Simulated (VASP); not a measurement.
Set up this calculation in VASP 6.6.1, as the native input.

* Task: relaxation of cell and atoms
* Functional: PBE
* Potentials or basis: VASP PAW PBE potentials, release 64 (Al, B, As)
* Cutoff: 600 eV
* k mesh: 12 × 12 × 4
* Occupations: gaussian, width 0.1 eV
* Spin: no spin polarisation
* Dipole correction: no
* Further INCAR settings: ALGO = Normal; EDIFF = 1e-06; IBRION = 2; EDIFFG = -0.01; NSW = 100; ISIF = 3

The structure of AlB3As4 lies in POSCAR:

```
AlB3As4
1.0
    3.5201042714      0.0000000000      0.0000000000
   -1.7600521357      3.0484997230      0.0000000000
    0.0000000000      0.0000000000     11.9597670690
Al B As
1 3 4
Direct
    0.3333333333      0.6666666667      0.0039183967
    0.3333333333      0.6666666667      0.5019370303
    0.6666666667      0.3333333333      0.2687604701
    0.6666666667      0.3333333333      0.7341082045
    0.3333333333      0.6666666667      0.2118805838
    0.3333333333      0.6666666667      0.6779338697
    0.6666666667      0.3333333333      0.4449837494
    0.6666666667      0.3333333333      0.9084776955
```

These files were run (other wordings do the same):

INCAR

```
PREC     = Accurate       # precision mode
ENCUT    = 600            # plane-wave cutoff, eV
EDIFF    = 1E-6           # SCF threshold, eV
ISMEAR   = 0              # smearing method
SIGMA    = 0.1            # smearing width, eV
LREAL    = False          # projectors in reciprocal space
LASPH    = True           # aspherical terms in the spheres
NELM     = 100            # most SCF steps
ALGO     = Normal         # electronic algorithm
ISIF     = 3              # what is computed and relaxed
LWAVE    = False          # write WAVECAR
LCHARG   = False          # write CHGCAR
GGA      = PE             # functional
IBRION   = 2              # ionic algorithm
NSW      = 100            # ionic steps
EDIFFG   = -0.01          # ionic threshold
```

KPOINTS

```
regular mesh
0
Gamma
  12 12 4
```

Potentials or basis: VASP PAW PBE potentials, release 64 (Al, B, As).

The run is started by

```bash
$ cat potpaw_PBE.64/Al/POTCAR potpaw_PBE.64/B/POTCAR potpaw_PBE.64/As/POTCAR > POTCAR
$ mpirun -np 1 vasp_std > vasp.out
```

Results of the run:

The relaxed volume is 16.12 Å³/atom, the relaxed cell is a = 3.527 Å, b = 3.527 Å, c = 11.969 Å, α = 90.00°, β = 90.00°, γ = 120.00° and the space group after relaxing (to 0.1 Å) is P3m1 (No. 156). The energy gained by relaxing is 0.2 meV/atom. The ionic steps are 8. The pressure after relaxing is 0.0 GPa. The largest force after relaxing is 0.003 eV/Å and the band gap on the k mesh is zero (bands 16 and 17 overlap by 0.02 eV).

Caveat: semilocal functionals underestimate gaps, so a narrow gap can read as zero.

It took 7 min on 1 thread of AMD EPYC 9R45 96-Core Processor (Zen 5), with other jobs on the host, peak memory 0.39 GiB.
